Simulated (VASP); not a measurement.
C: single point with PBEsol+D3(BJ)

The system is C.

```
C
1.0
     1.20852    0.69774    3.22814
    -1.20852    0.69774    3.22814
     0.00000   -1.39548    3.22814
C
2
Direct
  0.15845 0.17472 0.16658
  0.84155 0.82528 0.83342
```

This cell differs from its parent crystal: atoms displaced along a vibrational mode, the cell strained.

```
Program                : VASP 6.6.1
Task                   : single point
Functional             : PBEsol
Dispersion             : D3(BJ)
Potentials or basis    : VASP PAW PBE potentials, release 64 (C)
Cutoff                 : 520 eV
k mesh                 : 15 × 15 × 15
Occupations            : gaussian, width 0.05 eV
Spin                   : no spin polarisation
Dipole correction      : no
Further INCAR settings : ALGO = Normal; EDIFF = 1e-07; NBANDS = 11
```

The pressure is 18.6 GPa. The largest force is 2.473 eV/Å and the dispersion energy per atom is -0.114 eV.

Forces on the atoms (eV/Å):
```
C    2.470 -0.128  0.000
C   -2.470  0.128  0.000
```

Stress tensor (GPa, compression positive):
```
27.76 -6.87 -0.02
-6.87 27.30  0.00
-0.02  0.00  0.61
```

Run time: 6.5 min on 1 thread of Intel(R) Xeon(R) Platinum 8488C (Sapphire Rapids), on a shared host, peak memory 0.37 GiB.

Caveat: the cell differs from its parent crystal (atoms displaced along a vibrational mode, the cell strained); the cell stands under pressure; the PAW data sets were made with another functional, which shifts forces and pressure a little.
